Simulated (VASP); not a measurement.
Here is a VASP 6.6.1 calculation.

Contents of INCAR:

```
SYSTEM = Hf
PREC = Accurate ; ENCUT = 520
EDIFF = 1E-6 ; ISMEAR = -1
SIGMA = 0.1 ; LREAL = .FALSE.
LASPH = .TRUE. ; NELM = 80
ALGO = Normal ; ISIF = 2
LWAVE = .FALSE. ; LCHARG = .FALSE.
GGA = PS ; NBANDS = 11
```

File KPOINTS:

```
regular mesh
0
G
  14 14 14
  0 0 0
```

The input POSCAR:

```
Hf
1.0
   -1.6982123654      1.6982123654      1.6982123654
    1.6982123654     -1.6982123654      1.6982123654
    1.6982123654      1.6982123654     -1.6982123654
Hf
1
Direct
    0.0000000000      0.0000000000      0.0000000000
```

Potentials or basis: VASP PAW PBE potentials, release 64 (Hf_pv).

The run is started by

```sh
$ cat potpaw_PBE.64/Hf_pv/POTCAR > POTCAR
$ mpirun -np 1 vasp_std > vasp.out
```

**Question.** Estimate the pressure.

**Answer.** 10.0 GPa.

**Question.** What does it give for the band gap on the k mesh?

**Answer.** Zero (band 5 reaches 6.94 eV, above the bottom of band 6 at 4.53 eV).

Caveat: the PAW data sets were made with another functional, which shifts forces and pressure a little; spin-orbit coupling is left out, which moves the levels of the heavy elements.
